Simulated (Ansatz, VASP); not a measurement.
## Nb in VASP and in Ansatz

```xyz
1
Lattice="-1.6362 1.6362 1.6362 1.6362 -1.6362 1.6362 1.6362 1.6362 -1.6362" Properties=species:S:1:pos:R:3 pbc="T T T"
Nb    0.0000    0.0000    0.0000
```

Alike in both runs: functional PBEsol; k mesh 18 × 18 × 18; occupations gaussian, width 0.1 eV; no spin polarisation.

Ansatz relaxed the structure, and its values are those at the end. VASP's run is a single point on that final structure, the one shown.

```csv
,VASP,Ansatz
version,VASP 6.6.1,Ansatz 0.2.0
potentials or method,"VASP PAW PBE potentials, release 64 (Nb_sv), cutoff 520 eV","scalar-relativistic, plane waves, PAW"
valence electrons in the cell,13,13
```

VASP gave:

```
gap on the k mesh at the Fermi level (eV) : none
pressure (GPa)                            : -0.3
```

Task: Estimate Ansatz's values.

Result: gap on the k mesh at the Fermi level (eV): none; pressure (GPa): 0.0.

VASP's potentials were made for PBE, not for PBEsol, and Ansatz warns of the same on its side. A gap of «none» marks a metal or a gap that the smearing closes.
